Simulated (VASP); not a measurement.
Input of a VASP 6.6.1 run:

INCAR

```
SYSTEM = Be2ZnO3
ALGO = Normal
EDIFF = 1E-6
ENCUT = 520
GGA = PE
ISIF = 2
ISMEAR = 0
ISPIN = 2
LASPH = .TRUE.
LCHARG = .FALSE.
LORBIT = 11
LREAL = .FALSE.
LWAVE = .FALSE.
MAGMOM = 0 0 0 1 1 1
NBANDS = 30
NELM = 150
PREC = Accurate
SIGMA = 0.1
```

KPOINTS

```
k-points
0
G
  6 6 6
  0 0 0
```

POSCAR

```
Be2ZnO3
1.0
    4.7445082200      0.0000000000      0.0000000000
   -2.3722541100      4.1088646500      0.0000000000
    0.0000000000      0.0000000000      2.6352648600
Be Zn O
2 1 3
Direct
    0.3333333300      0.6666666700      0.0000000000
    0.6666666700      0.3333333300      0.0000000000
    0.0000000000      0.0000000000      0.0000000000
    0.5000000000      0.0000000000      0.5000000000
    0.5000000000      0.5000000000      0.5000000000
    0.0000000000      0.5000000000      0.5000000000
```

Potentials or basis: VASP PAW PBE potentials, release 64 (Be, Zn, O).

The run is started by

```console
$ cat potpaw_PBE.64/Be/POTCAR potpaw_PBE.64/Zn/POTCAR potpaw_PBE.64/O/POTCAR > POTCAR
$ mpirun -np 1 vasp_std > vasp.out
```

(1) What does it give for the pressure?

(2) Predict the band gap on the k mesh.

## Answers

(1) -7.2 GPa.

(2) zero (filled and empty bands overlap).

Caveat: the k points lie up to 0.40 Å⁻¹ apart, too coarse for converged energies and pressures of a metal; semilocal functionals underestimate gaps, so a narrow gap can read as zero.
